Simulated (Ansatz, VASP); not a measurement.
## Two plane-wave programs on In2O

```
CELL_PARAMETERS angstrom
4.31210 0.00000 0.00000
0.00000 4.31210 0.00000
0.00000 0.00000 3.24933
ATOMIC_POSITIONS crystal
In 0.00000 0.50000 0.00000
In 0.50000 0.00000 0.00000
O 0.50000 0.50000 0.50000
```

Change from the starting cell: ordered vacancies on the anion sites of caesium chloride (P4/mmm, No. 123).

Alike in both runs: functional PBE; k mesh 4 × 4 × 6; occupations gaussian, width 0.1 eV; no spin polarisation.

Ansatz relaxed the structure, and its values are those at the end. VASP's run is a single point on that final structure, the one shown.

|  | VASP | Ansatz |
| --- | --- | --- |
| version | VASP 6.6.1 | Ansatz 0.2.0 |
| potentials or method | VASP PAW PBE potentials, release 64 (In_d, O), cutoff 600 eV | scalar-relativistic, plane waves, PAW |
| valence electrons in the cell | 32 | 32 |

VASP gave:

```
gap on the k mesh at the Fermi level (eV) : none
pressure (GPa)                            : 0.1
```

Problem. Estimate Ansatz's values.

Solution. gap on the k mesh at the Fermi level (eV): none; pressure (GPa): 0.2.

A gap of «none» marks a metal or a gap that the smearing closes. With one functional, cell and mesh, what is left measures potentials, basis and numerics.

The k mesh is coarse, so the values compare programs but aren't converged.
